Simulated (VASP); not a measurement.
Here is a VASP 6.6.1 calculation.

The input INCAR:

```
PREC     = Accurate       # precision mode
ENCUT    = 520            # plane-wave cutoff, eV
EDIFF    = 1E-6           # SCF threshold, eV
ISMEAR   = -1             # smearing method
SIGMA    = 0.0552         # smearing width, eV
LREAL    = Auto         
LASPH    = T              # aspherical terms in the spheres
NELM     = 60             # most SCF steps
ALGO     = Normal         # electronic algorithm
ISIF     = 2              # what is computed and relaxed
LWAVE    = F              # write WAVECAR
LCHARG   = F              # write CHGCAR
GGA      = PE             # functional
NBANDS   = 86             # bands
ISYM     = 0
```

Contents of KPOINTS:

```
regular mesh
0
Gamma
  1 1 1
```

File POSCAR:

```
K7NaMgCl10
1.0
    8.9716240000      0.2219080000     -0.0252420000
    0.2219080000      8.8394450000     -0.1974920000
   -0.0252420000     -0.1974920000      8.4038290000
Mg Cl K Na
1 10 7 1
Direct
    0.3922311519      0.8259596391      0.1425983465
    0.2990250201      0.9063132770      0.9132086828
    0.8954746341      0.1024607587      0.7278179686
    0.6466053327      0.7906479993      0.1338656780
    0.5454247183      0.3273215625      0.1354791965
    0.9890309692      0.1575988811      0.2778873342
    0.3390376388      1.0207803665      0.3398521013
    0.9592854647      0.6528742945      0.6241393933
    0.9130361939      0.4638722280      1.0378095406
    0.4283258935      0.3087936237      0.6462499502
    0.2632073595      0.5946158160      0.1858992784
    0.2204780207      0.2432692733      1.0027454202
    0.6792082749      0.4845104178      0.8046905175
    0.6363247960      0.0338601893      0.4872695800
    0.7089343318      0.0539432299      0.9714642310
    0.7532212854      0.4260908672      0.3689142591
    0.1684464280      0.3812099028      0.4416663917
    1.0184133110      0.7790589370      0.9595005677
    0.0509917339      0.9000828747      0.4737839502
```

Potentials or basis: VASP PAW PBE potentials, release 64 (Mg, Cl, K_sv, Na_pv).

Command:

```console
$ cat potpaw_PBE.64/Mg/POTCAR potpaw_PBE.64/Cl/POTCAR potpaw_PBE.64/K_sv/POTCAR potpaw_PBE.64/Na_pv/POTCAR > POTCAR
$ mpirun -np 1 vasp_gam > vasp.out
```

(1) Predict the pressure.

(2) Predict the band gap on the k mesh.

## Answers

(1) 0.7 GPa.

(2) 3.22 eV.

Caveat: the k points lie up to 0.75 Å⁻¹ apart.
